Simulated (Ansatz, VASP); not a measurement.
**Cs in VASP and in Ansatz**

File INCAR:

```
PREC = Accurate
ENCUT = 520
EDIFF = 1E-6
ISMEAR = -1
SIGMA = 0.08
LREAL = F
LASPH = T
NELM = 60
ALGO = Normal
ISIF = 2
LWAVE = F
LCHARG = T
GGA = PE
LELF = T
LVHAR = T
NBANDS = 20
```

File KPOINTS:

```
regular mesh
0
Gamma
  4 4 6
```

File POSCAR:

```
Cs
1.0
    6.5075906402      0.0000000000      0.0000000000
   -3.2537953201      5.6357388118      0.0000000000
    0.0000000000      0.0000000000      3.8703410896
Cs
3
Direct
    0.0000000000      0.0000000000      0.0000000000
    0.3333333333      0.6666666667      0.5000000000
    0.6666666667      0.3333333333      0.5000000000
```

Input for Ansatz:

```yaml
crystal:
  lattice:
    - [6.5075906402, 0.0, 0.0]
    - [-3.2537953201, 5.6357388118, 0.0]
    - [0.0, 0.0, 3.8703410896]
  atoms:
    - { symbol: Cs, position: [0.0, 0.0, 0.0] }
    - { symbol: Cs, position: [0.3333333333, 0.6666666667, 0.5] }
    - { symbol: Cs, position: [0.6666666667, 0.3333333333, 0.5] }
kpoints:
  mp_grid: { grid: [4, 4, 6] }
scf:
  occupations: { method: fermi_dirac, width: 0.08 }
hamiltonian:
  xc: pbe
  pseudopotentials: { kind: nc }
output:
  forces: true
  stress: true
  eigenvalues: true
```

Change from the starting cell: volume scaled by 0.4, norm-conserving files.

Alike in both runs: task single point; functional PBE; k mesh 4 × 4 × 6; occupations fermi-dirac, width 0.08 eV; no spin polarisation.

|  | VASP | Ansatz |
| --- | --- | --- |
| version | VASP 6.6.1 | Ansatz 0.2.0 |
| potentials or method | VASP PAW PBE potentials, release 64 (Cs_sv) | norm-conserving pseudopotentials, scalar-relativistic |
| plane-wave cutoff (eV) | 520 | 680 |
| valence electrons in the cell | 27 | 27 |

Ansatz gave:

```
pressure (GPa)                                                : 5.5
traceless stress, the component that is largest in VASP (GPa) : 0.06
```

Task: Which values does VASP return?

Result: Pressure (GPa): 5.6; traceless stress, the component that is largest in VASP (GPa): 0.06.

Neither program's run includes spin-orbit coupling.
